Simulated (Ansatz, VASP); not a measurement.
# Fe2O in VASP and in Ansatz

```
CELL_PARAMETERS angstrom
4.27150 0.00000 0.00000
0.00000 4.27150 0.00000
0.00000 0.00000 4.27150
ATOMIC_POSITIONS crystal
Fe 0.25000 0.25000 0.25000
Fe 0.25000 0.75000 0.75000
Fe 0.75000 0.75000 0.25000
Fe 0.75000 0.25000 0.75000
O 0.00000 0.00000 0.00000
O 0.50000 0.50000 0.50000
```

Change from the starting cell: species swapped into the Ag2O type (Pn-3m, No. 224).

Alike in both runs: functional PBE; k mesh 10 × 10 × 10; occupations gaussian, width 0.1 eV; collinear spin.

Ansatz relaxed the structure, and its values are those at the end. VASP's run is a single point on that final structure, the one shown.

```csv
,VASP,Ansatz
version,VASP 6.6.1,Ansatz 0.2.0
potentials or method,"VASP PAW PBE potentials, release 64 (Fe_sv, O), cutoff 600 eV","scalar-relativistic, plane waves, PAW"
valence electrons in the cell,76,76
```

Ansatz gave:

```
gap on the k mesh at the Fermi level (eV)                     : none
pressure (GPa)                                                : 0.0
net moment per atom (μB)                                      : 1.99
size of the moment on the site where the two differ most (μB) : 2.65
```

Q: Which values does VASP return?

A: gap on the k mesh at the Fermi level (eV): none; pressure (GPa): -2.2; net moment per atom (μB): 1.99; size of the moment on the site where the two differ most (μB): 2.86.

Site moments also hang on the region over which each program counts them. A gap of «none» marks a metal or a gap that the smearing closes. The functional is the same, so the differences come from potentials, cutoffs and numerics.
